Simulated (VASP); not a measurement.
Here is a VASP 6.6.1 calculation.

INCAR

```
ALGO = Normal ; EDIFF = 1E-6
ENCUT = 600 ; GGA = CA
GGA_COMPAT = F ; ISIF = 2
ISMEAR = -1 ; ISPIN = 2
LASPH = T ; LCHARG = F
LMAXMIX = 4 ; LORBIT = 11
LREAL = F ; LWAVE = F
MAGMOM = 1.8 1.8 1.8 1.8 1.8 1.8 ; NBANDS = 40
NELM = 200 ; PREC = Accurate
SIGMA = 0.15
```

Contents of KPOINTS:

```
k-points
0
Gamma
  6 6 6
```

File POSCAR:

```
Co
1.0
    0.0000000000      3.1291800570      3.1291800570
    3.1291800570      0.0000000000      3.1291800570
    3.1291800570      3.1291800570      0.0000000000
Co
6
Direct
    0.2500000000      0.2500000000      0.2500000000
    0.0000000000      0.0000000000      0.0000000000
    0.6250000000      0.6250000000      0.1250000000
    0.6250000000      0.1250000000      0.6250000000
    0.1250000000      0.6250000000      0.6250000000
    0.6250000000      0.6250000000      0.6250000000
```

Potentials or basis: VASP PAW LDA potentials, release 64 (Co).

Run with:

```console
$ cat potpaw_LDA.64/Co/POTCAR > POTCAR
$ mpirun -np 1 vasp_std > vasp.out
```

Task: What does it give for the site moments?

Result: Co +1.61, +1.27 (each value once) μB.

Task: Estimate the pressure.

Result: 5.9 GPa.

Task: Predict the net moment.

Result: 8.35 μB per cell.

Caveat: the cell stands under pressure.
